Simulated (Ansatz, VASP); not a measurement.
# One calculation of RbBr, two programs

File INCAR:

```
  PREC = Accurate
  ENCUT = 520
  EDIFF = 1E-6
  ISMEAR = 0
  SIGMA = 0.02
  LREAL = False
  LASPH = True
  NELM = 80
  ALGO = Normal
  ISIF = 2
  LWAVE = False
  LCHARG = False
  GGA = RP
  NBANDS = 15
```

File KPOINTS:

```
regular mesh
0
Gamma
  7 7 7
```

POSCAR

```
RbBr
1.0
    4.1260773000      0.0000000000      0.0000000000
    0.0000000000      4.1260773000      0.0000000000
    0.0000000000      0.0000000000      4.1260773000
Rb Br
1 1
Direct
    0.0000000000      0.0000000000      0.0000000000
    0.5000000000      0.5000000000      0.5000000000
```

File input.yaml:

```yaml
crystal:
  lattice:
    - [4.1260773, 0.0, 0.0]
    - [0.0, 4.1260773, 0.0]
    - [0.0, 0.0, 4.1260773]
  atoms:
    - { symbol: Rb, position: [0.0, 0.0, 0.0] }
    - { symbol: Br, position: [0.5, 0.5, 0.5] }
kpoints:
  mp_grid: { grid: [7, 7, 7] }
scf:
  occupations: { method: gaussian, width: 0.02 }
hamiltonian:
  xc: rpbe
  pseudopotentials: { kind: all_electron, lapw: { basis_error: 0.001 } }
output:
  forces: true
  stress: true
  eigenvalues: true
```

Alike in both runs: task single point; functional RPBE; k mesh 7 × 7 × 7; occupations gaussian, width 0.02 eV; no spin polarisation.

|  | VASP | Ansatz |
| --- | --- | --- |
| version | VASP 6.6.1 | Ansatz 0.2.0 |
| potentials or method | VASP PAW PBE potentials, release 64 (Rb_sv, Br), cutoff 520 eV | all-electron LAPW, scalar-relativistic |

VASP gave:

- gap on the k mesh at the Fermi level (eV): 4.42
- least direct gap on the mesh (eV): 4.54
- pressure (GPa): 2.5

Question: Estimate Ansatz's values.

Answer: gap on the k mesh at the Fermi level (eV): 4.42; least direct gap on the mesh (eV): 4.55; pressure (GPa): 2.4.

VASP's potentials were made for PBE, not for RPBE. Ansatz ran all-electron here, and VASP with PAW potentials.
